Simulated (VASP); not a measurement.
# Te2Mo in VASP: single point with r2SCAN

Aim: the single point of Te2Mo with r2SCAN.

Everything below comes from runs of VASP 6.6.1. Logs are shortened: lines on timing, memory, paths and dates and some standing lists are left out, and cuts for length are marked.

## 1. The cell of the first run

The cell holds a slab with vacuum, 3 atoms: a = 3.560 Å, b = 3.560 Å, c = 17.524 Å, α = 90.00°, β = 90.00°, γ = 120.00°.

## 2. Single point, r2SCAN

Contents of POSCAR:

```
Te2Mo
1.0
    3.5602328140      0.0000000000      0.0000000000
   -1.7801164070      3.0832520603      0.0000000000
    0.0000000000      0.0000000000     17.5240578200
Te Mo
2 1
Direct
    0.3333333333      0.6666666667      0.8978554500
    0.3333333333      0.6666666667      0.1021445500
    0.0000000000      0.0000000000      0.0000000000
```

Contents of INCAR.step1:

```
SYSTEM = Te2Mo
ALGO = Normal ; EDIFF = 1E-4
ENCUT = 520 ; GGA = PE
ISMEAR = 0 ; LASPH = .True.
LCHARG = .False. ; LREAL = .False.
LWAVE = .True. ; NBANDS = 20
NELM = 60 ; PREC = Accurate
SIGMA = 0.05
```

Contents of INCAR.step2:

```
SYSTEM = Te2Mo
ALGO = Normal ; EDIFF = 1E-6
ENCUT = 520 ; ISIF = 2
ISMEAR = 0 ; ISTART = 1
LASPH = .True. ; LCHARG = .True.
LELF = .True. ; LMIXTAU = .True.
LREAL = .False. ; LVHAR = .True.
LWAVE = .False. ; METAGGA = R2SCAN
NBANDS = 20 ; NELM = 60
PREC = Accurate ; SIGMA = 0.05
```

Contents of KPOINTS:

```
k-points
0
Gamma
  12 12 2
  0 0 0
```

Potentials or basis: VASP PAW PBE potentials, release 64 (Te, Mo_sv).

On the command line:

```console
$ cat potpaw_PBE.64/Te/POTCAR potpaw_PBE.64/Mo_sv/POTCAR > POTCAR
$ cp INCAR.step1 INCAR
$ mpirun -np 1 vasp_std > vasp.out
$ cp INCAR.step2 INCAR
$ mpirun -np 1 vasp_std > vasp.out
```

OUTCAR:

```text
SYSTEM = Te2Mo
   EDIFF = 1E-6
   ENCUT = 520
   ISIF = 2
   ISMEAR = 0
   ISTART = 1
   LASPH = .True.
   LREAL = .False.
   METAGGA = R2SCAN
   NELM = 60
   PREC = Accurate

 ion  position               nearest neighbor table
   1  0.333  0.667  0.898-   3 2.73   3 2.73   3 2.73   2 3.58
   2  0.333  0.667  0.102-   3 2.73   3 2.73   3 2.73   1 3.58
   3  0.000  0.000  0.000-   1 2.73   2 2.73   1 2.73   2 2.73   1 2.73   2 2.73

  LATTYP: Found a hexagonal cell.
 ALAT       =     3.5602328140
 C/A-ratio  =     4.9221662558

  Lattice vectors:

 A1 = (   3.5602328140,   0.0000000000,   0.0000000000)
 A2 = (  -1.7801164070,   3.0832520603,   0.0000000000)
 A3 = (   0.0000000000,   0.0000000000,  17.5240578200)

Analysis of symmetry for initial positions (statically):
=====================================================================
 Subroutine PRICEL returns:
 Original cell was already a primitive cell.

 Routine SETGRP: Setting up the symmetry group for a
 hexagonal supercell.

 Subroutine GETGRP returns: Found 12 space group operations
 (whereof 12 operations were pure point group operations)
 out of a pool of 24 trial point group operations.

The static configuration has the point symmetry D_3h.

Analysis of symmetry for dynamics (positions and initial velocities):
=====================================================================
 Subroutine PRICEL returns:
 Original cell was already a primitive cell.

 Routine SETGRP: Setting up the symmetry group for a
 hexagonal supercell.

 Subroutine GETGRP returns: Found 12 space group operations
 (whereof 12 operations were pure point group operations)
 out of a pool of 24 trial point group operations.

The dynamic configuration has the point symmetry D_3h.

 Subroutine INISYM returns: Found 12 space group operations
 (whereof 12 operations are pure point group operations),
 and found     1 'primitive' translations

----------------------------------------------------------------------------------------

                                     Primitive cell

  volume of cell :     192.3633

  direct lattice vectors                    reciprocal lattice vectors
     3.560232814  0.000000000  0.000000000     0.280880508  0.162166437  0.000000000
    -1.780116407  3.083252060  0.000000000     0.000000000  0.324332873  0.000000000
     0.000000000  0.000000000 17.524057820     0.000000000  0.000000000  0.057064409

  length of vectors
     3.560232814  3.560232814 17.524057820     0.324332873  0.324332873  0.057064409

  position of ions in fractional coordinates (direct lattice)
     0.333333333  0.666666667  0.897855450
     0.333333333  0.666666667  0.102144550
     0.000000000  0.000000000  0.000000000

  ion indices of the primitive-cell ions
   primitive index   ion index
                 1           1
                 2           2
                 3           3

----------------------------------------------------------------------------------------

 KPOINTS: k-points

Automatic generation of k-mesh.
 Grid dimensions read from file:
 generate k-points for:   12   12    2

 Generating k-lattice:

  Cartesian coordinates                     Fractional coordinates (reciprocal lattice)
     0.023406709  0.013513870  0.000000000     0.083333333  0.000000000  0.000000000
     0.000000000  0.027027739  0.000000000     0.000000000  0.083333333  0.000000000
     0.000000000  0.000000000  0.028532204     0.000000000  0.000000000  0.500000000

  Length of vectors
     0.027027739  0.027027739  0.028532204

  Shift w.r.t. Gamma in fractional coordinates (k-lattice)
     0.000000000  0.000000000  0.000000000

 Subroutine IBZKPT returns following result:
 ===========================================

 Found     38 irreducible k-points:

 Following reciprocal coordinates:
            Coordinates               Weight
  0.000000  0.000000  0.000000      1.000000
  0.083333  0.000000  0.000000      6.000000
  0.166667  0.000000  0.000000      6.000000
  0.250000  0.000000  0.000000      6.000000
  0.333333  0.000000  0.000000      6.000000
  0.416667  0.000000  0.000000      6.000000
[... 16 lines left out ...]
  0.250000  0.000000  0.500000      6.000000
  0.333333  0.000000  0.500000      6.000000
 [... further k-points ...]
   k-points           NKPTS =     38   k-points in BZ     NKDIM =     38   number of bands    NBANDS=     20
   number of dos      NEDOS =    301   number of ions     NIONS =      3
   total plane-waves  NPLWV = 109760
   dimension x,y,z NGX =    28 NGY =   28 NGZ =  140
   dimension x,y,z NGXF=    56 NGYF=   56 NGZF=  280
   ions per type =               2   1
   NGX,Y,Z   is equivalent  to a cutoff of  13.07, 13.07, 13.28 a.u.
   NGXF,Y,Z  is equivalent  to a cutoff of  26.15, 26.15, 26.56 a.u.
 SYSTEM =  Te2Mo
   PREC   = accura    normal or accurate (medium, high low for compatibility)
   ISTART =      1    job   : 0-new  1-cont  2-samecut
   ICHARG =      0    charge: 1-file 2-atom 10-const
   ISPIN  =      1    spin polarized calculation?
   LNONCOLLINEAR =      F non collinear calculations
   LSORBIT =      F    spin-orbit coupling
   LASPH  =      T    aspherical Exc in radial PAW
   ENCUT  =  520.0 eV  38.22 Ry    6.18 a.u.   6.62  6.62 32.58*2*pi/ulx,y,z
   NELM   =     60;   NELMIN=  2; NELMDL=  0     # of ELM steps
   EDIFF  = 0.1E-05   stopping-criterion for ELM
   LREAL  =      F    real-space projection
   EDIFFG = 0.1E-04   stopping-criterion for IOM
   NSW    =      0    number of steps for IOM
   IBRION =     -1    ionic relax: 0-MD 1-quasi-New 2-CG
   NFREE  =      0    steps in history (QN), initial steepest desc. (CG)
   ISIF   =      2    stress and relaxation
   ISYM   =      2    0-nonsym 1-usesym 2-fastsym
   POTIM  = 0.5000    time-step for ionic-motion
   TEBEG  =    0.0;   TEEND  =   0.0 temperature during run
   PSTRESS=    0.0 pullay stress
   NELECT =      26.0000    total number of electrons
   NUPDOWN=      -1.0000    fix difference up-down
   EMIN   =  10.00;   EMAX   =-10.00  energy-range for DOS
   EFERMI =   0.00;   METHOD = LEGACY
   ISMEAR =     0;   SIGMA  =   0.05  broadening in eV -4-tet -1-fermi 0-gaus
   EFERMI_NEDOS =   21; number of points for ismear=-14 and -15
   IALGO  =     38    algorithm
   IMIX   =      4    mixing-type and parameters
     AMIX     =   0.40;   BMIX     =  1.00
     AMIX_MAG =   1.60;   BMIX_MAG =  1.00
  volume/ion in A,a.u.               =      64.12       432.71
  Fermi-wavevector in a.u.,A,eV,Ry     =   0.840153  1.587660  9.603777  0.705858
  Thomas-Fermi vector in A             =   1.954489
   LORBIT       =      0    0 simple, 1 ext, 2 COOP (PROOUT), +10 PAW based schemes
   METAGGA = R2SCAN    functional components
   LHFCALC =     F    Hartree Fock is set to
   AEXX    =    0.0000 exact exchange contribution
   IVDW    =     0    specifies the selected vdW correction
   LEPSILON=     F    determine dielectric tensor
   LRPA    =     F    only Hartree local field effects (RPA)
 non-spin polarized calculation
 Gauss-broadening in eV      SIGMA  =   0.05
  energy-cutoff  :      520.00
  volume of cell :      192.36
 maximum number of plane-waves:      5262
 NGX is ok and might be reduce to    28
   NGX = 13   NGY = 13   NGZ = 65

 number of electron      26.0000000 magnetization

 Free energy of the ion-electron system (eV)
  ---------------------------------------------------
  ext. energy  EPLUGINS =         0.00000000
  ---------------------------------------------------
  free energy    TOTEN  =       -77.77110099 eV

  energy without entropy =      -77.77110099  energy(sigma->0) =      -77.77110099

 E-fermi :   0.3191     XC(G=0):  -4.7808

 val. band max:       -0.0166806134   @ k =   0.3333   0.3333   0.5000
 cond. band min:       1.1090985839   @ k =   0.3333   0.3333   0.0000
 fundamental gap:      1.1257791973
 Fermi energy:         0.3191449942

 k-point     1 :       0.0000    0.0000    0.0000
  band No.  band energies     occupation
      1     -62.6551      2.00000
      2     -36.0752      2.00000
      3     -35.9851      2.00000
      4     -35.9851      2.00000
      5     -13.1237      2.00000
      6     -12.0642      2.00000
[... 12 lines left out ...]
     19       5.2595      0.00000
     20       5.9594      0.00000

 k-point     2 :       0.0833    0.0000    0.0000
  band No.  band energies     occupation
      1     -62.6545      2.00000
      2     -36.0732      2.00000
      3     -35.9936      2.00000
      4     -35.9870      2.00000
      5     -13.0250      2.00000
      6     -11.9972      2.00000
[... 12 lines left out ...]
     19       5.3744      0.00000
     20       6.1257      0.00000

 k-point     3 :       0.1667    0.0000    0.0000
  band No.  band energies     occupation
      1     -62.6528      2.00000
      2     -36.0680      2.00000
      3     -36.0167      2.00000
      4     -35.9924      2.00000
      5     -12.7387      2.00000
      6     -11.8030      2.00000
[... 12 lines left out ...]
     19       5.7074      0.00000
     20       6.4304      0.00000

 k-point     4 :       0.2500    0.0000    0.0000
  band No.  band energies     occupation
      1     -62.6504      2.00000
      2     -36.0608      2.00000
      3     -36.0481      2.00000
      4     -35.9997      2.00000
      5     -12.2974      2.00000
      6     -11.5062      2.00000
[... 12 lines left out ...]
     19       6.2184      0.00000
     20       6.8059      0.00000

 k-point     5 :       0.3333    0.0000    0.0000
  band No.  band energies     occupation
      1     -62.6480      2.00000
      2     -36.0793      2.00000
      3     -36.0536      2.00000
      4     -36.0071      2.00000
      5     -11.7706      2.00000
      6     -11.1591      2.00000
[... 12 lines left out ...]
     19       6.3184      0.00000
     20       6.6205      0.00000

 k-point     6 :       0.4167    0.0000    0.0000
  band No.  band energies     occupation
      1     -62.6463      2.00000
      2     -36.1020      2.00000
      3     -36.0483      2.00000
      4     -36.0124      2.00000
      5     -11.2961      2.00000
      6     -10.8584      2.00000
[... 12 lines left out ...]
     19       6.4345      0.00000
     20       6.8426      0.00000

 k-point     7 :       0.5000    0.0000    0.0000
  band No.  band energies     occupation
      1     -62.6457      2.00000
      2     -36.1103      2.00000
      3     -36.0464      2.00000
      4     -36.0144      2.00000
      5     -11.0924      2.00000
      6     -10.7346      2.00000
[... 12 lines left out ...]
     19       6.3940      0.00000
     20       7.1362      0.00000
[... 277 lines left out ...]
 k-point    20 :       0.0000    0.0000    0.5000
  band No.  band energies     occupation
      1     -62.6551      2.00000
      2     -36.0752      2.00000
      3     -35.9851      2.00000
      4     -35.9851      2.00000
      5     -13.1237      2.00000
      6     -12.0642      2.00000
[... 12 lines left out ...]
     19       4.9243      0.00000
     20       6.4179      0.00000

 k-point    21 :       0.0833    0.0000    0.5000
  band No.  band energies     occupation
      1     -62.6545      2.00000
      2     -36.0732      2.00000
      3     -35.9936      2.00000
      4     -35.9870      2.00000
      5     -13.0250      2.00000
      6     -11.9972      2.00000
[... 12 lines left out ...]
     19       5.0649      0.00000
     20       6.5278      0.00000

 k-point    22 :       0.1667    0.0000    0.5000
  band No.  band energies     occupation
      1     -62.6528      2.00000
      2     -36.0680      2.00000
      3     -36.0167      2.00000
      4     -35.9924      2.00000
      5     -12.7387      2.00000
      6     -11.8030      2.00000
[... 12 lines left out ...]
     19       5.3770      0.00000
     20       6.8446      0.00000

 k-point    23 :       0.2500    0.0000    0.5000
  band No.  band energies     occupation
      1     -62.6504      2.00000
      2     -36.0608      2.00000
      3     -36.0481      2.00000
      4     -35.9997      2.00000
      5     -12.2974      2.00000
      6     -11.5062      2.00000
[... 12 lines left out ...]
     19       5.9073      0.00000
     20       7.2505      0.00000

 k-point    24 :       0.3333    0.0000    0.5000
  band No.  band energies     occupation
      1     -62.6480      2.00000
      2     -36.0793      2.00000
      3     -36.0536      2.00000
      4     -36.0071      2.00000
      5     -11.7706      2.00000
      6     -11.1591      2.00000
[... 12 lines left out ...]
     19       6.3914      0.00000
     20       6.5064      0.00000

 [... further k-points ...]

------------------------ aborting loop because EDIFF is reached ----------------------------------------

  FORCE on cell =-STRESS in cart. coord.  units (eV):
  Direction    XX          YY          ZZ          XY          YZ          ZX
  --------------------------------------------------------------------------------------
  -------------------------------------------------------------------------------------
  Total        0.0567811      0.0567811      0.0566365     -0.0000000      0.0000000      0.0000000
  in kB        0.4729252      0.4729252      0.4717209     -0.0000000      0.0000000      0.0000000
  external PRESSURE =       0.4725238 kB  Pullay stress =       0.0000000 kB

 VOLUME and BASIS-vectors are now :
 -----------------------------------------------------------------------------
  energy-cutoff  :      520.00
  volume of cell :      192.36
      direct lattice vectors                 reciprocal lattice vectors
     3.560232814  0.000000000  0.000000000     0.280880508  0.162166437  0.000000000
    -1.780116407  3.083252060  0.000000000     0.000000000  0.324332873  0.000000000
     0.000000000  0.000000000 17.524057820     0.000000000  0.000000000  0.057064409

 POSITION                                       TOTAL-FORCE (eV/Angst)
 -----------------------------------------------------------------------------------
     -0.00000      2.05550     15.73407         0.000000      0.000000     -0.019139
     -0.00000      2.05550      1.78999        -0.000000      0.000000      0.019139
      0.00000      0.00000      0.00000        -0.000000     -0.000000      0.000000
 -----------------------------------------------------------------------------------
    total drift:                               -0.000000      0.000000     -0.000000

  FREE ENERGIE OF THE ION-ELECTRON SYSTEM (eV)
  ---------------------------------------------------
  free  energy   TOTEN  =       -77.7711009900 eV

  energy  without entropy=      -77.7711009900  energy(sigma->0) =      -77.77110099
```

Run time: 22 min. Hardware: 1 thread of Intel Xeon 8259CL, shared host; peak memory 0.46 GiB.

Results:

```
Free energy            : -77.7711 eV
Largest force          : 0.019 eV/Å
Band gap on the k mesh : 1.13 eV
```

Forces in eV/Å, atoms in the order of the input:
```
Te   0.000  0.000 -0.019
Te   0.000  0.000  0.019
Mo   0.000  0.000  0.000
```

Caveat: there is no dipole correction, which matters where the two faces differ; the PAW data sets were made with another functional, which shifts forces and pressure a little; spin-orbit coupling is left out, which moves the levels of the heavy elements.
